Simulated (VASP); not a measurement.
Runs of VASP 6.6.1 on Si. The structure is that of space group I4/mmm (No. 139), or close to it. The cells are those of the table. 

| cell | gap on the mesh (eV) | pressure (GPa) |
| --- | --- | --- |
| a = 2.705 Å, angles 104.3, 104.3, 120.3°, 1 atom | none | -4.2 |
| a = 2.670 Å, angles 104.3, 104.3, 120.3°, 1 atom | none | (b) |
| a = 2.617 Å, angles 104.3, 104.3, 120.3°, 1 atom | none | 5.6 |
| a = 2.688 Å, angles 104.3, 104.3, 120.3°, 1 atom | none | -2.6 |
| a = 2.653 Å, angles 104.3, 104.3, 120.3°, 1 atom | none | (a) |
| a = 2.635 Å, angles 104.3, 104.3, 120.3°, 1 atom | none | 3.1 |
| a = 2.599 Å, angles 104.3, 104.3, 120.3°, 1 atom | none | 8.3 |

Alike in all rows: task single point; level PBEsol; potentials or basis VASP PAW PBE potentials, release 64 (Si); no spin polarisation; k mesh 14 × 14 × 14; cutoff (eV) 520; smearing fermi-dirac 0.1 eV.

Problem. Estimate the missing entries.

Solution. (a) 1.0; (b) -1.0.

Caveats: the PAW data sets were made with another functional, which shifts forces and pressure a little.

A gap of «none» marks levels without a gap at the run's occupations.
